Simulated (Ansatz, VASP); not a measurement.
## B5Pt: VASP beside Ansatz

File INCAR:

```
PREC = Accurate ; ENCUT = 520
EDIFF = 1E-7 ; ISMEAR = 0
SIGMA = 0.1 ; LREAL = False
LASPH = True ; NELM = 60
ALGO = Normal ; ISIF = 2
LWAVE = False ; LCHARG = False
GGA = PE ; NBANDS = 22
```

The input KPOINTS:

```
regular mesh
0
Gamma
  6 6 4
```

The input POSCAR:

```
B5Pt
1.0
    4.3775598700      0.0000000000      0.0000000000
   -2.1887799300      3.7910780500      0.0000000000
    0.0000000000      0.0000000000      4.0230181200
B Pt
5 1
Direct
    0.6666666700      0.3333333300      0.5000000000
    0.3165600000      0.0000000000      0.0000000000
    0.6834400000      0.6834400000      0.0000000000
    0.0000000000      0.3165600000      0.0000000000
    0.3333333300      0.6666666700      0.5000000000
    0.0000000000      0.0000000000      0.5000000000
```

Input for Ansatz:

```yaml
crystal:
  lattice:
    - [4.37755987, 0.0, 0.0]
    - [-2.18877993, 3.79107805, 0.0]
    - [0.0, 0.0, 4.02301812]
  atoms:
    - { symbol: B, position: [0.66666667, 0.33333333, 0.5] }
    - { symbol: B, position: [0.31656, 0.0, 0.0] }
    - { symbol: B, position: [0.68344, 0.68344, 0.0] }
    - { symbol: B, position: [0.0, 0.31656, 0.0] }
    - { symbol: B, position: [0.33333333, 0.66666667, 0.5] }
    - { symbol: Pt, position: [0.0, 0.0, 0.5] }
basis:
  ecutwfc: 420
kpoints:
  mp_grid: { grid: [6, 6, 4] }
hamiltonian:
  xc: pbe
scf:
  occupations: { method: gaussian, width: 0.1 }
  lower_state_search: "off"
output:
  forces: true
  stress: true
  eigenvalues: true
```

Change from the starting cell: species swapped into the Mg5Cu type (P-62m, No. 189).

Alike in both runs: task single point; functional PBE; k mesh 6 × 6 × 4; occupations gaussian, width 0.1 eV; no spin polarisation.

```csv
,VASP,Ansatz
version,VASP 6.6.1,Ansatz 0.2.0
potentials or method,"VASP PAW PBE potentials, release 64 (B, Pt), cutoff 520 eV","scalar-relativistic, plane waves, PAW"
valence electrons in the cell,25,33
```

|  | VASP | Ansatz | Ansatz less VASP |
| --- | --- | --- | --- |
| gap on the k mesh at the Fermi level (eV) | none | none | - |
| rms of the force components (eV/Å) | 0.006 | 0.005 | -0.0012 |

Atom by atom the forces differ by 0.001 eV/Å (rms over components). A gap of «none» marks a metal or a gap that the smearing closes. VASP's potentials hold 25 valence electrons a cell and Ansatz's 33, so a difference there can come from the potentials and not from the codes.

The k mesh is coarse, so the values compare programs but aren't converged. Spin-orbit coupling is off throughout.
